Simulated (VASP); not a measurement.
Set up this calculation in VASP 6.6.1, as the native input.

| Property | Result |
| --- | --- |
| Task | electric field gradients |
| Functional | r2SCAN |
| Potentials or basis | VASP PAW PBE potentials, release 64 (Zn, S) |
| Cutoff | 520 eV |
| k mesh | 8 × 8 × 2 |
| Occupations | fermi-dirac, width 0.02 eV |
| Spin | no spin polarisation |
| Dipole correction | no |
| Further INCAR settings | LREAL = Auto; ALGO = Normal; EDIFF = 1e-08; NBANDS = 86 |

ZnS:

```
Zn S
1.0
     3.82000    0.00000    0.00000
    -1.91000    3.30822    0.00000
     0.00000    0.00000   24.96000
Zn S
8 8
Cartesian
  0.0000 0.0000 0.0001
  0.0000 0.0000 12.4801
  0.0000 2.2055 3.1182
  1.9100 1.1027 15.5982
  0.0000 2.2055 9.3622
  1.9100 1.1027 21.8422
  0.0000 2.2055 18.7204
  1.9100 1.1027 6.2404
  0.0000 0.0000 2.3403
  0.0000 0.0000 14.8203
  0.0000 2.2055 5.4584
  1.9100 1.1027 17.9384
  0.0000 2.2055 11.7021
  1.9100 1.1027 24.1821
  0.0000 2.2055 21.0634
  1.9100 1.1027 8.5834
```

The input as run:

POSCAR

```
ZnS
1.0
    3.8200000000      0.0000000000      0.0000000000
   -1.9100000000      3.3082170425      0.0000000000
    0.0000000000      0.0000000000     24.9600000000
Zn S
8 8
Direct
    0.0000000000      0.0000000000      0.0000028164
    0.0000000000      0.0000000000      0.5000028164
    0.3333333333      0.6666666667      0.1249283418
    0.6666666667      0.3333333333      0.6249283418
    0.3333333333      0.6666666667      0.3750898140
    0.6666666667      0.3333333333      0.8750898140
    0.3333333333      0.6666666667      0.7500143422
    0.6666666667      0.3333333333      0.2500143422
    0.0000000000      0.0000000000      0.0937608225
    0.0000000000      0.0000000000      0.5937608225
    0.3333333333      0.6666666667      0.2186852088
    0.6666666667      0.3333333333      0.7186852088
    0.3333333333      0.6666666667      0.4688336126
    0.6666666667      0.3333333333      0.9688336126
    0.3333333333      0.6666666667      0.8438850417
    0.6666666667      0.3333333333      0.3438850417
```

INCAR.step1

```
SYSTEM = ZnS
PREC = Accurate ; ENCUT = 520
ISMEAR = -1 ; SIGMA = 0.02
LREAL = Auto ; LASPH = .TRUE.
NELM = 100 ; NBANDS = 86
GGA = PE ; ALGO = Normal
EDIFF = 1E-4 ; LWAVE = .TRUE.
LCHARG = .FALSE. ; LUSENCCL = .FALSE.
```

INCAR.step2

```
SYSTEM = ZnS
PREC = Accurate ; ENCUT = 520
EDIFF = 1E-8 ; ISMEAR = -1
SIGMA = 0.02 ; LREAL = Auto
LASPH = .TRUE. ; NELM = 100
ALGO = Normal ; ISIF = 2
LWAVE = .FALSE. ; LCHARG = .FALSE.
METAGGA = R2SCAN ; LMIXTAU = .TRUE.
LEFG = .TRUE. ; NBANDS = 86
ISTART = 1 ; LUSENCCL = .FALSE.
```

KPOINTS

```
Automatic mesh
0
G
  8 8 2
  0 0 0
```

Potentials or basis: VASP PAW PBE potentials, release 64 (Zn, S).

Launch:

```bash
$ cat potpaw_PBE.64/Zn/POTCAR potpaw_PBE.64/S/POTCAR > POTCAR
$ cp INCAR.step1 INCAR
$ mpirun -np 1 vasp_std > vasp.out
$ cp INCAR.step2 INCAR
$ mpirun -np 1 vasp_std > vasp.out
```

Results of the run:

```
Pressure                                : -0.5 GPa
Largest force                           : 0.010 eV/Å
Band gap on the k mesh                  : 2.70 eV
Largest electric field gradient by atom : Zn +0.4, +0.6, +0.8, -0.4 (each value once); S -0.2, +0.4, -0.1, +1.6 (each value once) V/Å²
```

Caveat: without QUAD_EFG the Cq values of the log hold for a quadrupole moment of 1 mb, not for the nuclei; the PAW data sets were made with another functional, which shifts forces and pressure a little.

Wall time 12 min on 1 × NVIDIA H100 80GB with 1 thread of AMD EPYC 7R13 Processor (Zen 3), with other jobs on the host, peak memory 1.6 GiB.
